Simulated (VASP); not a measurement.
Wanted: the native input for a VASP 6.6.1 run.

| Item | Value |
| --- | --- |
| Task | electric field gradients |
| Functional | r2SCAN |
| Potentials or basis | VASP PAW PBE potentials, release 64 (Cd, S) |
| Cutoff | 520 eV |
| k mesh | 9 × 9 × 9 |
| Occupations | fermi-dirac, width 0.02 eV |
| Spin | no spin polarisation |
| Dipole correction | no |
| Further INCAR settings | ALGO = Normal; EDIFF = 1e-08; NBANDS = 16 |

Crystal: CdS.

```
Cd S
1.0
     0.00000    2.69752    2.69752
     2.69752    0.00000    2.69752
     2.69752    2.69752    0.00000
Cd S
1 1
Direct
  0.00000 0.00000 0.00000
  0.50000 0.50000 0.50000
```

One way to write it, as run:

POSCAR

```
CdS
1.0
    0.0000000000      2.6975176901      2.6975176901
    2.6975176901      0.0000000000      2.6975176901
    2.6975176901      2.6975176901      0.0000000000
Cd S
1 1
Direct
    0.0000000000      0.0000000000      0.0000000000
    0.5000000000      0.5000000000      0.5000000000
```

INCAR.step1

```
PREC     = Accurate       # precision mode
ENCUT    = 520            # plane-wave cutoff, eV
ISMEAR   = -1             # smearing method
SIGMA    = 0.02           # smearing width, eV
LREAL    = F              # projectors in reciprocal space
LASPH    = T              # aspherical terms in the spheres
NELM     = 60             # most SCF steps
NBANDS   = 16             # bands
GGA      = PE             # functional
ALGO     = Normal         # electronic algorithm
EDIFF    = 1E-4           # SCF threshold, eV
LWAVE    = T              # write WAVECAR
LCHARG   = F              # write CHGCAR
```

INCAR.step2

```
PREC     = Accurate       # precision mode
ENCUT    = 520            # plane-wave cutoff, eV
EDIFF    = 1E-8           # SCF threshold, eV
ISMEAR   = -1             # smearing method
SIGMA    = 0.02           # smearing width, eV
LREAL    = F              # projectors in reciprocal space
LASPH    = T              # aspherical terms in the spheres
NELM     = 60             # most SCF steps
ALGO     = Normal         # electronic algorithm
ISIF     = 2              # what is computed and relaxed
LWAVE    = F              # write WAVECAR
LCHARG   = F              # write CHGCAR
METAGGA  = R2SCAN         # meta-GGA
LMIXTAU  = T            
LEFG     = T            
NBANDS   = 16             # bands
ISTART   = 1
```

KPOINTS

```
Automatic mesh
0
Gamma
  9 9 9
```

Potentials or basis: VASP PAW PBE potentials, release 64 (Cd, S).

Launch:

```bash
$ cat potpaw_PBE.64/Cd/POTCAR potpaw_PBE.64/S/POTCAR > POTCAR
$ cp INCAR.step1 INCAR
$ mpirun -np 1 vasp_std > vasp.out
$ cp INCAR.step2 INCAR
$ mpirun -np 1 vasp_std > vasp.out
```

It gave:

```json
{
  "Pressure": "3.4 GPa",
  "Band gap on the k mesh": "0.89 eV (least direct gap 2.59 eV)",
  "Largest electric field gradient by atom": "zero within the noise of the run"
}
```

Caveat: the cell stands under pressure; the PAW data sets were made with another functional, which shifts forces and pressure a little; an odd mesh through Γ misses points on the zone boundary, where band edges can lie.

Run time: 2.2 min on 1 thread of AMD EPYC 7R43 64-Core Processor (Zen 3), on a shared host, peak memory 0.14 GiB.
